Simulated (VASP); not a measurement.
# ZnO (P6_3/mmc) in VASP: a series of runs

ZnO is run at these levels: PBE; tasks: relaxation of cell and atoms.

All numbers are computed with VASP 6.6.1; they aren't measurements. Logs are shortened: lines on timing, memory, paths and dates and some standing lists are left out, and cuts for length are marked.

### 1 The cell of the first run

It takes space group P6_3/mmc (No. 194, hexagonal). The conventional cell has a = 3.278 Å, b = 3.278 Å, c = 7.653 Å, α = 90.00°, β = 90.00°, γ = 120.00°. Within 2.5 Å of Zn (site symmetry -6m2) lie 3 O at 1.89 Å. O (site symmetry -6m2) has 3 Zn at 1.89 Å within 2.5 Å.

### 2 Relaxation of cell and atoms, PBE

Contents of INCAR:

```
PREC = Accurate ; ENCUT = 600
EDIFF = 1E-6 ; ISMEAR = 0
SIGMA = 0.02 ; LREAL = F
LASPH = T ; NELM = 100
ALGO = Normal ; ISIF = 3
LWAVE = F ; LCHARG = F
GGA = PE ; IBRION = 2
NSW = 100 ; EDIFFG = -0.01
```

Contents of KPOINTS:

```
Automatic mesh
0
Gamma
  12 12 4
```

Contents of POSCAR:

```
ZnO
1.0
    3.2777674927     -0.0000000029      0.0000000000
   -1.6388837438      2.8386299178      0.0000000000
    0.0000000000      0.0000000000      7.6528275485
Zn O
2 2
Direct
    0.0000000000      0.0000000000      0.7500000000
    0.0000000000      0.0000000000      0.2500000000
    0.3333333333      0.6666666667      0.2500000000
    0.6666666667      0.3333333333      0.7500000000
```

Potentials or basis: VASP PAW PBE potentials, release 64 (Zn, O).

Command:

```bash
$ cat potpaw_PBE.64/Zn/POTCAR potpaw_PBE.64/O/POTCAR > POTCAR
$ mpirun -np 1 vasp_std > vasp.out
```

OUTCAR:

```text
PREC = Accurate
   ENCUT = 600
   EDIFF = 1E-6
   ISMEAR = 0
   LREAL = F
   LASPH = T
   NELM = 100
   ISIF = 3
   GGA = PE
   IBRION = 2
   NSW = 100
   EDIFFG = -0.01

 ion  position               nearest neighbor table
   1  0.000  0.000  0.750-   4 1.89   4 1.89   4 1.89
   2  0.000  0.000  0.250-   3 1.89   3 1.89   3 1.89
   3  0.333  0.667  0.250-   2 1.89   2 1.89   2 1.89
   4  0.667  0.333  0.750-   1 1.89   1 1.89   1 1.89

  LATTYP: Found a hexagonal cell.
 ALAT       =     3.2777674927
 C/A-ratio  =     2.3347682731

  Lattice vectors:

 A1 = (   3.2777674927,  -0.0000000029,   0.0000000000)
 A2 = (  -1.6388837438,   2.8386299178,   0.0000000000)
 A3 = (   0.0000000000,   0.0000000000,   7.6528275485)

Analysis of symmetry for initial positions (statically):
=====================================================================
 Subroutine PRICEL returns:
 Original cell was already a primitive cell.

 Routine SETGRP: Setting up the symmetry group for a
 hexagonal supercell.

 Subroutine GETGRP returns: Found 24 space group operations
 (whereof 12 operations were pure point group operations)
 out of a pool of 24 trial point group operations.

The static configuration has the point symmetry D_3d.
 The point group associated with its full space group is D_6h.

Analysis of symmetry for dynamics (positions and initial velocities):
=====================================================================
 Subroutine PRICEL returns:
 Original cell was already a primitive cell.

 Routine SETGRP: Setting up the symmetry group for a
 hexagonal supercell.

 Subroutine GETGRP returns: Found 24 space group operations
 (whereof 12 operations were pure point group operations)
 out of a pool of 24 trial point group operations.

The dynamic configuration has the point symmetry D_3d.
 The point group associated with its full space group is D_6h.

 Subroutine INISYM returns: Found 24 space group operations
 (whereof 12 operations are pure point group operations),
 and found     1 'primitive' translations

----------------------------------------------------------------------------------------

                                     Primitive cell

  volume of cell :      71.2047

  direct lattice vectors                    reciprocal lattice vectors
     3.277767493 -0.000000003  0.000000000     0.305085703  0.176141313  0.000000000
    -1.638883744  2.838629918  0.000000000     0.000000000  0.352282626  0.000000000
     0.000000000  0.000000000  7.652827549     0.000000000  0.000000000  0.130670657

  length of vectors
     3.277767493  3.277767493  7.652827549     0.352282626  0.352282626  0.130670657

  position of ions in fractional coordinates (direct lattice)
     0.000000000  0.000000000  0.750000000
     0.000000000  0.000000000  0.250000000
     0.333333333  0.666666667  0.250000000
     0.666666667  0.333333333  0.750000000

  ion indices of the primitive-cell ions
   primitive index   ion index
                 1           1
                 2           2
                 3           3
                 4           4

----------------------------------------------------------------------------------------

 KPOINTS: Automatic mesh

Automatic generation of k-mesh.
 Grid dimensions read from file:
 generate k-points for:   12   12    4

 Generating k-lattice:

  Cartesian coordinates                     Fractional coordinates (reciprocal lattice)
     0.025423809  0.014678443  0.000000000     0.083333333  0.000000000  0.000000000
     0.000000000  0.029356885  0.000000000    -0.000000000  0.083333333  0.000000000
     0.000000000  0.000000000  0.032667664     0.000000000  0.000000000  0.250000000

  Length of vectors
     0.029356885  0.029356885  0.032667664

  Shift w.r.t. Gamma in fractional coordinates (k-lattice)
     0.000000000  0.000000000  0.000000000

 Subroutine IBZKPT returns following result:
 ===========================================

 Found     57 irreducible k-points:

 Following reciprocal coordinates:
            Coordinates               Weight
  0.000000  0.000000  0.000000      1.000000
  0.083333  0.000000  0.000000      6.000000
  0.166667  0.000000  0.000000      6.000000
  0.250000 -0.000000  0.000000      6.000000
  0.333333 -0.000000  0.000000      6.000000
  0.416667 -0.000000  0.000000      6.000000
[... 16 lines left out ...]
  0.250000 -0.000000  0.250000     12.000000
  0.333333 -0.000000  0.250000     12.000000
 [... further k-points ...]
   k-points           NKPTS =     57   k-points in BZ     NKDIM =     57   number of bands    NBANDS=     22
   number of dos      NEDOS =    301   number of ions     NIONS =      4
   total plane-waves  NPLWV =  50176
   dimension x,y,z NGX =    28 NGY =   28 NGZ =   64
   dimension x,y,z NGXF=    56 NGYF=   56 NGZF=  128
   ions per type =               2   2
   NGX,Y,Z   is equivalent  to a cutoff of  14.20, 14.20, 13.90 a.u.
   NGXF,Y,Z  is equivalent  to a cutoff of  28.40, 28.40, 27.81 a.u.
 SYSTEM =  unknown system
   PREC   = accura    normal or accurate (medium, high low for compatibility)
   ISTART =      0    job   : 0-new  1-cont  2-samecut
   ICHARG =      2    charge: 1-file 2-atom 10-const
   ISPIN  =      1    spin polarized calculation?
   LNONCOLLINEAR =      F non collinear calculations
   LSORBIT =      F    spin-orbit coupling
   LASPH  =      T    aspherical Exc in radial PAW
   ENCUT  =  600.0 eV  44.10 Ry    6.64 a.u.   6.55  6.55 15.28*2*pi/ulx,y,z
   NELM   =    100;   NELMIN=  2; NELMDL= -5     # of ELM steps
   EDIFF  = 0.1E-05   stopping-criterion for ELM
   LREAL  =      F    real-space projection
   EDIFFG = -.1E-01   stopping-criterion for IOM
   NSW    =    100    number of steps for IOM
   IBRION =      2    ionic relax: 0-MD 1-quasi-New 2-CG
   NFREE  =      1    steps in history (QN), initial steepest desc. (CG)
   ISIF   =      3    stress and relaxation
   ISYM   =      2    0-nonsym 1-usesym 2-fastsym
   POTIM  = 0.5000    time-step for ionic-motion
   TEBEG  =    0.0;   TEEND  =   0.0 temperature during run
   PSTRESS=    0.0 pullay stress
   NELECT =      36.0000    total number of electrons
   NUPDOWN=      -1.0000    fix difference up-down
   EMIN   =  10.00;   EMAX   =-10.00  energy-range for DOS
   EFERMI =   0.00;   METHOD = LEGACY
   ISMEAR =     0;   SIGMA  =   0.02  broadening in eV -4-tet -1-fermi 0-gaus
   EFERMI_NEDOS =   21; number of points for ismear=-14 and -15
   IALGO  =     38    algorithm
   IMIX   =      4    mixing-type and parameters
     AMIX     =   0.40;   BMIX     =  1.00
     AMIX_MAG =   1.60;   BMIX_MAG =  1.00
  volume/ion in A,a.u.               =      17.80       120.13
  Fermi-wavevector in a.u.,A,eV,Ry     =   1.304186  2.464553 23.142149  1.700900
  Thomas-Fermi vector in A             =   2.435138
   LORBIT       =      0    0 simple, 1 ext, 2 COOP (PROOUT), +10 PAW based schemes
   GGA     = PE    functional components
   LHFCALC =     F    Hartree Fock is set to
   AEXX    =    0.0000 exact exchange contribution
   IVDW    =     0    specifies the selected vdW correction
   LEPSILON=     F    determine dielectric tensor
   LRPA    =     F    only Hartree local field effects (RPA)
 conjugate gradient relaxation of ions
 non-spin polarized calculation
 Gauss-broadening in eV      SIGMA  =   0.02
  energy-cutoff  :      600.00
  volume of cell :       71.20
 maximum number of plane-waves:      2419
 NGX is ok and might be reduce to    28
   NGX = 13   NGY = 13   NGZ = 31

--------------------------------------- Ionic step        1  -------------------------------------------

 number of electron      35.9999973 magnetization

 Free energy of the ion-electron system (eV)
  ---------------------------------------------------
  ext. energy  EPLUGINS =         0.00000000
  ---------------------------------------------------
  free energy    TOTEN  =       -16.97462118 eV

  energy without entropy =      -16.97462118  energy(sigma->0) =      -16.97462118

------------------------ aborting loop because EDIFF is reached ----------------------------------------

  FORCE on cell =-STRESS in cart. coord.  units (eV):
  Direction    XX          YY          ZZ          XY          YZ          ZX
  --------------------------------------------------------------------------------------
  -------------------------------------------------------------------------------------
  Total        0.4588370      0.4588370     -0.0537749      0.0000000      0.0000000      0.0000000
  in kB       10.3242899     10.3242899     -1.2099877      0.0000000      0.0000000      0.0000000
  external PRESSURE =       6.4795307 kB  Pullay stress =       0.0000000 kB
[... 95 lines left out ...]
  FREE ENERGIE OF THE ION-ELECTRON SYSTEM (eV)
  ---------------------------------------------------
  free  energy   TOTEN  =       -16.9757727013 eV

  energy  without entropy=      -16.9757727013  energy(sigma->0) =      -16.97577270

[... ionic steps 4 to 20 ...]

--------------------------------------- Ionic step       21  -------------------------------------------

 number of electron      35.9999990 magnetization

------------------------ aborting loop because EDIFF is reached ----------------------------------------

  FORCE on cell =-STRESS in cart. coord.  units (eV):
  Direction    XX          YY          ZZ          XY          YZ          ZX
  --------------------------------------------------------------------------------------
  -------------------------------------------------------------------------------------
  Total       -0.0721470     -0.0721470      0.0324744     -0.0000000     -0.0000000     -0.0000000
  in kB       -1.7300532     -1.7300532      0.7787213     -0.0000000     -0.0000000     -0.0000000
  external PRESSURE =      -0.8937951 kB  Pullay stress =       0.0000000 kB
[... 61 lines left out ...]
  energy  without entropy=      -16.9782851304  energy(sigma->0) =      -16.97828513

--------------------------------------- Ionic step       23  -------------------------------------------

 number of electron      35.9999984 magnetization

 Free energy of the ion-electron system (eV)
  ---------------------------------------------------
  ext. energy  EPLUGINS =         0.00000000
  ---------------------------------------------------
  free energy    TOTEN  =       -16.97832666 eV

  energy without entropy =      -16.97832666  energy(sigma->0) =      -16.97832666

 E-fermi :  -0.6434     XC(G=0):  -8.9007

 val. band max:       -0.7729387556   @ k =   0.0000   0.0000   0.0000
 cond. band min:       0.0600731052   @ k =   0.0000   0.0000   0.0000
 fundamental gap:      0.8330118608
 Fermi energy:        -0.6433642730

 k-point     1 :       0.0000    0.0000    0.0000
  band No.  band energies     occupation
      1     -18.2501      2.00000
      2     -18.1734      2.00000
      3      -6.8913      2.00000
      4      -6.8913      2.00000
      5      -6.8777      2.00000
      6      -6.8777      2.00000
[... 574 lines left out ...]
      6      -6.2625      2.00000
[... 14 lines left out ...]
     21       6.0531      0.00000
     22       7.8896      0.00000

 [... further k-points ...]

------------------------ aborting loop because EDIFF is reached ----------------------------------------

  FORCE on cell =-STRESS in cart. coord.  units (eV):
  Direction    XX          YY          ZZ          XY          YZ          ZX
  --------------------------------------------------------------------------------------
  -------------------------------------------------------------------------------------
  Total        0.0353568      0.0353568     -0.0029828      0.0000000      0.0000000     -0.0000000
  in kB        0.8452331      0.8452331     -0.0713059      0.0000000      0.0000000     -0.0000000
  external PRESSURE =       0.5397201 kB  Pullay stress =       0.0000000 kB
[... 19 lines left out ...]
  FREE ENERGIE OF THE ION-ELECTRON SYSTEM (eV)
  ---------------------------------------------------
  free  energy   TOTEN  =       -16.9783266623 eV

  energy  without entropy=      -16.9783266623  energy(sigma->0) =      -16.97832666

 reached required accuracy - stopping structural energy minimisation
```

Run time: 7.8 min. Hardware: 1 thread of AMD EPYC 9R45 (Zen 5), shared host; peak memory 0.26 GiB.

Results:

```yaml
Free_energy: -16.9783 eV
Relaxed_volume: 16.76 Å³/atom
Relaxed_cell: a = 3.286 Å, b = 3.286 Å, c = 7.169 Å, α = 90.00°, β = 90.00°, γ = 120.00°
Space_group_after_relaxing_to_0.1_Å: P6_3/mmc (No. 194)
Energy_gained_by_relaxing: 0.9 meV/atom
Ionic_steps: 23
Pressure_after_relaxing: 0.1 GPa
Band_gap_on_the_k_mesh: 0.83 eV
```

Step by step:
| step | energy change (eV) | largest force (eV/Å) | pressure (GPa) | volume (Å³) |
| --- | --- | --- | --- | --- |
| 1 | 0.0000 | 0.0000 | 0.65 | 71.20 |
| 2 | 0.0003 | 0.0000 | -0.77 | 71.95 |
| 3 | -0.0012 | 0.0000 | -0.08 | 71.55 |
| 4 | -0.0012 | 0.0000 | 0.00 | 71.54 |
| 5 | -0.0012 | 0.0000 | -0.06 | 71.51 |
| 6 | -0.0013 | 0.0000 | 0.01 | 71.41 |
| 7 | -0.0015 | 0.0000 | 0.04 | 71.21 |
| 8 | -0.0019 | 0.0000 | -0.12 | 70.81 |
| 9 | -0.0026 | 0.0000 | -0.18 | 70.00 |
| 10 | -0.0035 | 0.0000 | -0.22 | 68.38 |
| 11 | -0.0036 | 0.0000 | -0.29 | 67.94 |
| 12 | -0.0035 | 0.0000 | -0.34 | 67.06 |
| 13 | -0.0035 | 0.0000 | -0.30 | 67.02 |
| 14 | -0.0035 | 0.0000 | -0.21 | 66.92 |
| 15 | -0.0035 | 0.0000 | -0.24 | 66.88 |
| 16 | -0.0035 | 0.0000 | -0.22 | 66.82 |
| 17 | -0.0035 | 0.0000 | -0.11 | 66.69 |
| 18 | -0.0035 | 0.0000 | -0.13 | 66.73 |
| 19 | -0.0035 | 0.0000 | -0.15 | 66.77 |
| 20 | -0.0036 | 0.0000 | -0.14 | 66.78 |
| 21 | -0.0036 | 0.0000 | -0.09 | 66.81 |
| 22 | -0.0037 | 0.0000 | -0.10 | 66.88 |
| 23 | -0.0037 | 0.0000 | 0.05 | 67.02 |

Final structure:
```yaml
crystal:
  lattice:
    - [3.28554, 0.00000, 0.00000]
    - [-1.64277, 2.84536, 0.00000]
    - [0.00000, 0.00000, 7.16909]
  atoms:
    - { symbol: Zn, position: [0.00000, 0.00000, 0.75000] }
    - { symbol: Zn, position: [0.00000, 0.00000, 0.25000] }
    - { symbol: O, position: [0.33333, 0.66667, 0.25000] }
    - { symbol: O, position: [0.66667, 0.33333, 0.75000] }
```

Levels at points of the mesh, in eV from the valence-band top:
```tsv
k point	band 15	band 16	band 17	band 18	band 19	band 20	band 21	band 22
(0.00, 0.00, 0.00)	-0.01	-0.01	0.00	0.00	0.83	3.34	5.15	10.85
(0.50, 0.00, 0.00)	-1.88	-1.80	-0.92	-0.91	4.91	5.51	6.22	8.73
(0.00, 0.00, 0.50)	0.00	0.00	0.00	0.00	1.93	1.93	7.22	7.22
(0.50, 0.00, 0.50)	-1.84	-1.84	-0.88	-0.88	5.03	5.03	7.65	7.65
```

(Part 1 of 2 ends here.)
